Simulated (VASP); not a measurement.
Runs of VASP 6.6.1 on Si. The structure is that of space group I4_1/amd (No. 141), or close to it. The cells are those of the table. 

```csv
cell,gap on the mesh (eV),pressure (GPa)
"a = 3.607 Å, angles 97.8, 97.8, 136.8°, 2 atoms",none,(a)
"a = 3.457 Å, angles 97.8, 97.8, 136.8°, 2 atoms",none,(b)
"a = 3.701 Å, angles 97.8, 97.8, 136.8°, 2 atoms",none,-4.7
"a = 3.655 Å, angles 97.8, 97.8, 136.8°, 2 atoms",none,-1.1
"a = 3.559 Å, angles 97.8, 97.8, 136.8°, 2 atoms",none,8.7
```

Alike in all rows: task single point; level PBE; potentials or basis VASP PAW PBE potentials, release 64 (Si); no spin polarisation; k mesh 12 × 12 × 12; cutoff (eV) 520; smearing fermi-dirac 0.05 eV.

Q: Estimate the missing entries.

A: (a) 3.3; (b) 23.9.

A gap of «none» marks levels without a gap at the run's occupations.
